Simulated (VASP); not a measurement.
A run of VASP 6.6.1 is set up as follows.

INCAR

```
SYSTEM = CS2
PREC = Accurate
ENCUT = 520
EDIFF = 1E-6
ISMEAR = -1
SIGMA = 0.05
LREAL = .FALSE.
LASPH = .TRUE.
NELM = 100
ALGO = Normal
ISIF = 2
LWAVE = .FALSE.
LCHARG = .FALSE.
GGA = PS
NBANDS = 25
```

KPOINTS

```
regular mesh
0
G
  6 6 3
  0 0 0
```

File POSCAR:

```
CS2
1.0
    2.8196145777     -2.5465321029      0.0000000000
    2.8196145777      2.5465321029      0.0000000000
    0.0000000000      0.0000000000      8.7534595860
S C
4 2
Direct
    0.2080901950      0.7919098050      0.8695421643
    0.2919098050      0.7080901950      0.3695421643
    0.7080901950      0.2919098050      0.6304578357
    0.7919098050      0.2080901950      0.1304578357
    0.5000000000      0.5000000000      0.5000000000
    0.0000000000      0.0000000000      0.0000000000
```

Potentials or basis: VASP PAW PBE potentials, release 64 (S, C).

The run is started by

```bash
$ cat potpaw_PBE.64/S/POTCAR potpaw_PBE.64/C/POTCAR > POTCAR
$ mpirun -np 1 vasp_std > vasp.out
```

(1) What does it give for the band gap on the k mesh?

(2) Predict the pressure.

## Answers

(1) 2.21 eV (least direct gap 2.26 eV).

(2) 1.4 GPa.

Caveat: this functional lacks dispersion, which holds the molecules together, so the pressure and a relaxed volume are unreliable; the PAW data sets were made with another functional, which shifts forces and pressure a little; an odd mesh through Γ misses points on the zone boundary, where band edges can lie.
